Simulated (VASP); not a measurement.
Wanted: the native input for a VASP 6.6.1 run.

| Property | Result |
| --- | --- |
| Task | single point |
| Functional | PBE |
| Potentials or basis | VASP PAW PBE potentials, release 64 (Mo_sv, S) |
| Cutoff | 520 eV |
| k mesh | 12 × 12 × 2 |
| Occupations | gaussian, width 0.02 eV |
| Spin | no spin polarisation |
| Dipole correction | no |
| Further INCAR settings | ALGO = Normal; EDIFF = 1e-07; NBANDS = 35 |

The structure of MoS2 lies in POSCAR:

```
MoS2
1.0
    3.1850687626      0.0000000000      0.0000000000
   -1.5925343813      2.7583504612      0.0000000000
    0.0000000000      0.0000000000     15.1041535823
Mo S
2 4
Direct
    0.6666666667      0.3333333333      0.2500000000
    0.3333333333      0.6666666667      0.7500000000
    0.6666666667      0.3333333333      0.6465510324
    0.3333333333      0.6666666667      0.3534489676
    0.6666666667      0.3333333333      0.8534489676
    0.3333333333      0.6666666667      0.1465510324
```

This cell differs from its parent crystal: strain along c alone, the other axes held: +2.0 %, then relaxed in part.

One way to write it, as run:

INCAR

```
SYSTEM = MoS2
ALGO = Normal
EDIFF = 1E-7
ENCUT = 520
GGA = PE
ISIF = 2
ISMEAR = 0
LASPH = .True.
LCHARG = .True.
LELF = .True.
LREAL = .False.
LVHAR = .True.
LWAVE = .False.
NBANDS = 35
NELM = 60
PREC = Accurate
SIGMA = 0.02
```

KPOINTS

```
k-points
0
Gamma
  12 12 2
  0 0 0
```

Potentials or basis: VASP PAW PBE potentials, release 64 (Mo_sv, S).

Run with:

```bash
$ cat potpaw_PBE.64/Mo_sv/POTCAR potpaw_PBE.64/S/POTCAR > POTCAR
$ mpirun -np 1 vasp_std > vasp.out
```

Results of the run:

- Pressure: -0.1 GPa
- Largest force: 0.009 eV/Å
- Band gap on the k mesh: 1.49 eV (least direct gap 1.67 eV)

Caveat: the cell differs from its parent crystal (strain along c alone, the other axes held: +2.0 %, then relaxed in part); this functional lacks dispersion, which binds layers or chains, so the pressure and a relaxed spacing across them are unreliable.

It took 92 s on 1 thread of Intel(R) Xeon(R) 6975P-C (Granite Rapids) (shared host), peak memory 0.31 GiB.
